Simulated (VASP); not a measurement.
Here is a VASP 6.6.1 calculation.

Contents of INCAR:

```
  ALGO = Fast
  EDIFF = 1E-7
  ENCUT = 520
  GGA = PS
  ISIF = 2
  ISMEAR = 0
  LASPH = T
  LCHARG = F
  LREAL = F
  LWAVE = F
  NBANDS = 18
  NELM = 100
  PREC = Accurate
  SIGMA = 0.1
```

Contents of KPOINTS:

```
k-points
0
Gamma
  15 15 9
```

The input POSCAR:

```
Cu
1.0
    2.5205910253      0.0000000000      0.0000000000
   -1.2602955127      2.1828958605      0.0000000000
    0.0000000000      0.0000000000      4.1165232668
Cu
2
Direct
    0.3333333333      0.6666666667      0.2500000000
    0.6666666667      0.3333333333      0.7500000000
```

Potentials or basis: VASP PAW PBE potentials, release 64 (Cu).

Launch:

```console
$ cat potpaw_PBE.64/Cu/POTCAR > POTCAR
$ mpirun -np 1 vasp_std > vasp.out
```

**Question.** Predict the pressure.

**Answer.** 0.8 GPa.

**Question.** Estimate the band gap on the k mesh.

**Answer.** Zero (band 11 reaches 12.02 eV, above the bottom of band 12 at 5.98 eV).

Stress tensor (GPa, compression positive):
```
-0.08  0.00  0.00
 0.00 -0.08  0.00
 0.00  0.00  2.56
```

Caveat: the PAW data sets were made with another functional, which shifts forces and pressure a little.
